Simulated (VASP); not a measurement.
# C in VASP: single point with PBE+D3(BJ)

Aim: the single point of C with PBE+D3(BJ).

Program: VASP 6.6.1. These are calculated values, not measurements. Logs are shortened: lines on timing, memory, paths and dates and some standing lists are left out, and cuts for length are marked.

## (1) The cell of the first run

The cell holds a slab with vacuum, 6 atoms: a = 2.515 Å, b = 2.515 Å, c = 18.621 Å, α = 90.00°, β = 90.00°, γ = 120.00°.

## (2) Single point, PBE+D3(BJ)

Contents of INCAR:

```
PREC = Accurate
ENCUT = 520
EDIFF = 1E-6
ISMEAR = 0
SIGMA = 0.05
LREAL = False
LASPH = True
NELM = 60
ALGO = Normal
ISIF = 2
LWAVE = False
LCHARG = False
LDIPOL = True
IDIPOL = 3
DIPOL = 0.5 0.5 0.519
GGA = PE
IVDW = 12
NBANDS = 21
```

Contents of KPOINTS:

```
Automatic mesh
0
Gamma
  12 12 1
```

Contents of POSCAR:

```
C
1.0
    2.5152111456      0.0000000000      0.0000000000
   -1.2576055728      2.1782367480      0.0000000000
    0.0000000000      0.0000000000     18.6207379266
C
6
Direct
    0.3333333333      0.6666666667      0.3759249514
    0.0000000000      0.0000000000      0.4034971844
    0.0000000000      0.0000000000      0.4862138835
    0.6666666667      0.3333333333      0.5047657711
    0.6666666667      0.3333333333      0.6709440059
    0.3333333333      0.6666666667      0.6712155443
```

Potentials or basis: VASP PAW PBE potentials, release 64 (C).

Command:

```bash
$ cat potpaw_PBE.64/C/POTCAR > POTCAR
$ mpirun -np 1 vasp_std > vasp.out
```

OUTCAR:

```text
PREC = Accurate
   ENCUT = 520
   EDIFF = 1E-6
   ISMEAR = 0
   LREAL = False
   LASPH = True
   NELM = 60
   ISIF = 2
   GGA = PE
   IVDW = 12
 IVDW          = 12

 ion  position               nearest neighbor table
   1  0.333  0.667  0.376-   2 1.54   2 1.54   2 1.54
   2  0.000  0.000  0.403-   1 1.54   1 1.54   1 1.54   3 1.54
   3  0.000  0.000  0.486-   4 1.49   4 1.49   4 1.49   2 1.54
   4  0.667  0.333  0.505-   3 1.49   3 1.49   3 1.49
   5  0.667  0.333  0.671-   6 1.45   6 1.45   6 1.45
   6  0.333  0.667  0.671-   5 1.45   5 1.45   5 1.45

  LATTYP: Found a hexagonal cell.
 ALAT       =     2.5152111456
 C/A-ratio  =     7.4032504027

  Lattice vectors:

 A1 = (   2.5152111456,   0.0000000000,   0.0000000000)
 A2 = (  -1.2576055728,   2.1782367480,   0.0000000000)
 A3 = (   0.0000000000,   0.0000000000,  18.6207379266)

Analysis of symmetry for initial positions (statically):
=====================================================================
 Subroutine PRICEL returns:
 Original cell was already a primitive cell.

 Routine SETGRP: Setting up the symmetry group for a
 hexagonal supercell.

 Subroutine GETGRP returns: Found  6 space group operations
 (whereof  6 operations were pure point group operations)
 out of a pool of 24 trial point group operations.

The static configuration has the point symmetry C_3v.

Analysis of symmetry for dynamics (positions and initial velocities):
=====================================================================
 Subroutine PRICEL returns:
 Original cell was already a primitive cell.

 Routine SETGRP: Setting up the symmetry group for a
 hexagonal supercell.

 Subroutine GETGRP returns: Found  6 space group operations
 (whereof  6 operations were pure point group operations)
 out of a pool of 24 trial point group operations.

The dynamic configuration has the point symmetry C_3v.

 Subroutine INISYM returns: Found  6 space group operations
 (whereof  6 operations are pure point group operations),
 and found     1 'primitive' translations

----------------------------------------------------------------------------------------

                                     Primitive cell

  volume of cell :     102.0179

  direct lattice vectors                    reciprocal lattice vectors
     2.515211146  0.000000000  0.000000000     0.397580935  0.229543460  0.000000000
    -1.257605573  2.178236748  0.000000000     0.000000000  0.459086920  0.000000000
     0.000000000  0.000000000 18.620737927     0.000000000  0.000000000  0.053703564

  length of vectors
     2.515211146  2.515211146 18.620737927     0.459086920  0.459086920  0.053703564

  position of ions in fractional coordinates (direct lattice)
     0.333333333  0.666666667  0.375924951
     0.000000000  0.000000000  0.403497184
     0.000000000  0.000000000  0.486213883
     0.666666667  0.333333333  0.504765771
     0.666666667  0.333333333  0.670944006
     0.333333333  0.666666667  0.671215544

  ion indices of the primitive-cell ions
   primitive index   ion index
                 1           1
                 2           2
                 3           3
                 4           4
                 5           5
                 6           6

----------------------------------------------------------------------------------------

 KPOINTS: Automatic mesh

Automatic generation of k-mesh.
 Grid dimensions read from file:
 generate k-points for:   12   12    1

 Generating k-lattice:

  Cartesian coordinates                     Fractional coordinates (reciprocal lattice)
     0.033131745  0.019128622  0.000000000     0.083333333  0.000000000  0.000000000
     0.000000000  0.038257243  0.000000000     0.000000000  0.083333333  0.000000000
     0.000000000  0.000000000  0.053703564     0.000000000  0.000000000  1.000000000

  Length of vectors
     0.038257243  0.038257243  0.053703564

  Shift w.r.t. Gamma in fractional coordinates (k-lattice)
     0.000000000  0.000000000  0.000000000

 Subroutine IBZKPT returns following result:
 ===========================================

 Found     19 irreducible k-points:

 Following reciprocal coordinates:
            Coordinates               Weight
  0.000000  0.000000  0.000000      1.000000
  0.083333 -0.000000  0.000000      6.000000
  0.166667  0.000000  0.000000      6.000000
  0.250000  0.000000  0.000000      6.000000
  0.333333  0.000000  0.000000      6.000000
  0.416667  0.000000  0.000000      6.000000
[... 11 lines left out ...]
  0.333333  0.250000  0.000000     12.000000
  0.333333  0.333333  0.000000      2.000000
   k-points           NKPTS =     19   k-points in BZ     NKDIM =     19   number of bands    NBANDS=     21
   number of dos      NEDOS =    301   number of ions     NIONS =      6
   total plane-waves  NPLWV =  56000
   dimension x,y,z NGX =    20 NGY =   20 NGZ =  140
   dimension x,y,z NGXF=    40 NGYF=   40 NGZF=  280
   ions per type =               6
   NGX,Y,Z   is equivalent  to a cutoff of  13.22, 13.22, 12.50 a.u.
   NGXF,Y,Z  is equivalent  to a cutoff of  26.44, 26.44, 25.00 a.u.
 SYSTEM =  unknown system
   PREC   = accura    normal or accurate (medium, high low for compatibility)
   ISTART =      0    job   : 0-new  1-cont  2-samecut
   ICHARG =      2    charge: 1-file 2-atom 10-const
   ISPIN  =      1    spin polarized calculation?
   LNONCOLLINEAR =      F non collinear calculations
   LSORBIT =      F    spin-orbit coupling
   LASPH  =      T    aspherical Exc in radial PAW
   ENCUT  =  520.0 eV  38.22 Ry    6.18 a.u.   4.68  4.68 34.62*2*pi/ulx,y,z
   NELM   =     60;   NELMIN=  2; NELMDL= -5     # of ELM steps
   EDIFF  = 0.1E-05   stopping-criterion for ELM
   LREAL  =      F    real-space projection
   EDIFFG = 0.1E-04   stopping-criterion for IOM
   NSW    =      0    number of steps for IOM
   IBRION =     -1    ionic relax: 0-MD 1-quasi-New 2-CG
   NFREE  =      0    steps in history (QN), initial steepest desc. (CG)
   ISIF   =      2    stress and relaxation
   ISYM   =      2    0-nonsym 1-usesym 2-fastsym
   POTIM  = 0.5000    time-step for ionic-motion
   TEBEG  =    0.0;   TEEND  =   0.0 temperature during run
   PSTRESS=    0.0 pullay stress
   NELECT =      24.0000    total number of electrons
   NUPDOWN=      -1.0000    fix difference up-down
   EMIN   =  10.00;   EMAX   =-10.00  energy-range for DOS
   EFERMI =   0.00;   METHOD = LEGACY
   ISMEAR =     0;   SIGMA  =   0.05  broadening in eV -4-tet -1-fermi 0-gaus
   EFERMI_NEDOS =   21; number of points for ismear=-14 and -15
   IALGO  =     38    algorithm
   IMIX   =      4    mixing-type and parameters
     AMIX     =   0.40;   BMIX     =  1.00
     AMIX_MAG =   1.60;   BMIX_MAG =  1.00
  volume/ion in A,a.u.               =      17.00       114.74
  Fermi-wavevector in a.u.,A,eV,Ry     =   1.010617  1.909789 13.896256  1.021346
  Thomas-Fermi vector in A             =   2.143617
   LORBIT       =      0    0 simple, 1 ext, 2 COOP (PROOUT), +10 PAW based schemes
   GGA     = PE    functional components
   LHFCALC =     F    Hartree Fock is set to
   AEXX    =    0.0000 exact exchange contribution
   IVDW    =    12    specifies the selected vdW correction
   LEPSILON=     F    determine dielectric tensor
   LRPA    =     F    only Hartree local field effects (RPA)
 non-spin polarized calculation
 Gauss-broadening in eV      SIGMA  =   0.05
  energy-cutoff  :      520.00
  volume of cell :      102.02
 maximum number of plane-waves:      2781
 NGX is ok and might be reduce to    20
   NGX =  9   NGY =  9   NGZ = 69

 dipolmoment           0.000000      0.000000      0.061611 electrons x Angstroem

 number of electron      24.0000000 magnetization

 dipolmoment           0.000000      0.000000     -0.047013 electrons x Angstroem

 Free energy of the ion-electron system (eV)
  ---------------------------------------------------
  ext. energy  EPLUGINS =         0.00000000
  ---------------------------------------------------
  free energy    TOTEN  =       -51.29535724 eV

  energy without entropy =      -51.29472964  energy(sigma->0) =      -51.29504344

 E-fermi :  -0.1526     XC(G=0):  -5.6485

 val. band max:       -0.2076758668   @ k =   0.2500   0.2500   0.0000
 cond. band min:      -0.1188671905   @ k =   0.3333   0.3333   0.0000
 fundamental gap:      0.0888086764
 Fermi energy:        -0.1525925959

 k-point     1 :       0.0000    0.0000    0.0000
  band No.  band energies     occupation
      1     -21.3075      2.00000
      2     -19.2453      2.00000
      3     -17.3990      2.00000
      4     -10.2649      2.00000
      5      -7.3924      2.00000
      6      -3.2725      2.00000
[... 13 lines left out ...]
     20       7.7348      0.00000
     21       7.7348      0.00000

 k-point     2 :       0.0833   -0.0000    0.0000
  band No.  band energies     occupation
      1     -21.1389      2.00000
      2     -19.0868      2.00000
      3     -17.2407      2.00000
      4     -10.1146      2.00000
      5      -7.2090      2.00000
      6      -4.0776      2.00000
[... 13 lines left out ...]
     20       7.8502      0.00000
     21       7.9917      0.00000

 k-point     3 :       0.1667    0.0000    0.0000
  band No.  band energies     occupation
      1     -20.6350      2.00000
      2     -18.6134      2.00000
      3     -16.7679      2.00000
      4      -9.6892      2.00000
      5      -6.6715      2.00000
      6      -5.9487      2.00000
[... 13 lines left out ...]
     20       8.3486      0.00000
     21       8.4456      0.00000

 k-point     4 :       0.2500    0.0000    0.0000
  band No.  band energies     occupation
      1     -19.8033      2.00000
      2     -17.8310      2.00000
      3     -15.9886      2.00000
      4      -9.2727      2.00000
      5      -7.9695      2.00000
      6      -7.5254      2.00000
[... 13 lines left out ...]
     20       8.1695      0.00000
     21       9.3348      0.00000

 k-point     5 :       0.3333    0.0000    0.0000
  band No.  band energies     occupation
      1     -18.6612      2.00000
      2     -16.7531      2.00000
      3     -14.9277      2.00000
      4     -10.8523      2.00000
      5      -9.6566      2.00000
      6      -7.9907      2.00000
[... 13 lines left out ...]
     20       9.1711      0.00000
     21       9.4865      0.00000

 k-point     6 :       0.4167    0.0000    0.0000
  band No.  band energies     occupation
      1     -17.2656      2.00000
      2     -15.4169      2.00000
      3     -13.8415      2.00000
      4     -12.6932      2.00000
      5     -11.6746      2.00000
      6      -9.8021      2.00000
[... 13 lines left out ...]
     20      10.3707      0.00000
     21      10.9101      0.00000

 k-point     7 :       0.5000    0.0000    0.0000
  band No.  band energies     occupation
      1     -16.1645      2.00000
      2     -14.5518      2.00000
      3     -14.2598      2.00000
      4     -13.0612      2.00000
      5     -12.0571      2.00000
      6     -11.3208      2.00000
[... 13 lines left out ...]
     20      11.2415      0.00000
     21      11.3307      0.00000
[... 171 lines left out ...]
      1     -16.8083      2.00000
      2     -14.9826      2.00000
      3     -13.4001      2.00000
      4     -12.3859      2.00000
      5     -11.3794      2.00000
      6      -9.8505      2.00000
[... 13 lines left out ...]
     20      10.4869      0.00000
     21      11.1499      0.00000

 k-point    16 :       0.4167    0.1667    0.0000
  band No.  band energies     occupation
      1     -15.7456      2.00000
      2     -14.1018      2.00000
      3     -13.8448      2.00000
      4     -12.7015      2.00000
      5     -11.6749      2.00000
      6     -11.1680      2.00000
[... 13 lines left out ...]
     20      11.3000      0.00000
     21      11.8179      0.00000

 k-point    17 :       0.2500    0.2500    0.0000
  band No.  band energies     occupation
      1     -16.9442      2.00000
      2     -15.1205      2.00000
      3     -13.3603      2.00000
      4     -11.7637      2.00000
      5     -10.5921      2.00000
      6     -10.0919      2.00000
[... 13 lines left out ...]
     20      10.9943      0.00000
     21      11.4574      0.00000

 k-point    18 :       0.3333    0.2500    0.0000
  band No.  band energies     occupation
      1     -15.6119      2.00000
      2     -13.7734      2.00000
      3     -13.2323      2.00000
      4     -12.0374      2.00000
      5     -11.9380      2.00000
      6     -10.9206      2.00000
[... 13 lines left out ...]
     20      11.4509      0.00000
     21      11.7586      0.00000

 k-point    19 :       0.3333    0.3333    0.0000
  band No.  band energies     occupation
      1     -14.9018      2.00000
      2     -13.1732      2.00000
      3     -12.6159      2.00000
      4     -12.6137      2.00000
      5     -12.4331      2.00000
      6     -10.7874      2.00000
[... 13 lines left out ...]
     20      12.6430      0.00000
     21      12.9963      0.00000

------------------------ aborting loop because EDIFF is reached ----------------------------------------

 vacuum level on the upper side and lower side of the slab       (xc-potential included)        -0.853         0.561

 Edisp (eV)   -0.82237

 E8    (eV) :    -0.2463

  FORCE on cell =-STRESS in cart. coord.  units (eV):
  Direction    XX          YY          ZZ          XY          YZ          ZX
  --------------------------------------------------------------------------------------
  -------------------------------------------------------------------------------------
  Total      -4.57297    -4.57297     4.90805     0.00000     0.00000    -0.00000
  in kB     -71.81786   -71.81786    77.08031     0.00000     0.00000    -0.00000
  external pressure =      -22.19 kB  Pullay stress =        0.00 kB

 VOLUME and BASIS-vectors are now :
 -----------------------------------------------------------------------------
  energy-cutoff  :      520.00
  volume of cell :      102.02
      direct lattice vectors                 reciprocal lattice vectors
     2.515211146  0.000000000  0.000000000     0.397580935  0.229543460  0.000000000
    -1.257605573  2.178236748  0.000000000     0.000000000  0.459086920  0.000000000
     0.000000000  0.000000000 18.620737927     0.000000000  0.000000000  0.053703564

 POSITION                                       TOTAL-FORCE (eV/Angst)
 -----------------------------------------------------------------------------------
     -0.00000      1.45216      7.00000        -0.000000      0.000000      3.483335
      0.00000      0.00000      7.51342         0.000000      0.000000     -7.841267
      0.00000      0.00000      9.05366         0.000000     -0.000000      4.329450
      1.25761      0.72608      9.39911         0.000000     -0.000000      0.023768
      1.25761      0.72608     12.49347         0.000000     -0.000000     -0.001124
     -0.00000      1.45216     12.49853         0.000000     -0.000000      0.005838
 -----------------------------------------------------------------------------------
    total drift:                                0.000000     -0.000000      0.000268

  FREE ENERGIE OF THE ION-ELECTRON SYSTEM (eV)
  ---------------------------------------------------
  free  energy   TOTEN  =       -52.1177296885 eV

  energy  without entropy=      -52.1171020810  energy(sigma->0) =      -52.11741588

 vacuum level on the upper side and lower side of the slab         4.212         5.646
```

Wall time 33 s (1 thread of Intel Xeon 6975P-C (Granite Rapids), shared host); peak memory 0.23 GiB.

What came out:

```
Free energy                : -52.1177 eV
Largest force              : 7.841 eV/Å
Band gap on the k mesh     : 0.09 eV, indirect (least direct gap 0.15 eV)
Dispersion energy per atom : -0.137 eV
```

Forces on the atoms (eV/Å):
```
C    0.000  0.000  3.483
C    0.000  0.000 -7.841
C    0.000  0.000  4.329
C    0.000  0.000  0.024
C    0.000  0.000 -0.001
C    0.000  0.000  0.006
```

Levels at points of the mesh, in eV from the valence-band top:
| k point | band 10 | band 11 | band 12 | band 13 | band 14 | band 15 |
| --- | --- | --- | --- | --- | --- | --- |
| (0.00, 0.00, 0.00) | -2.50 | -0.86 | -0.86 | 2.22 | 3.97 | 5.53 |
| (0.50, 0.00, 0.00) | -3.84 | -2.40 | -1.24 | 0.91 | 1.70 | 5.65 |
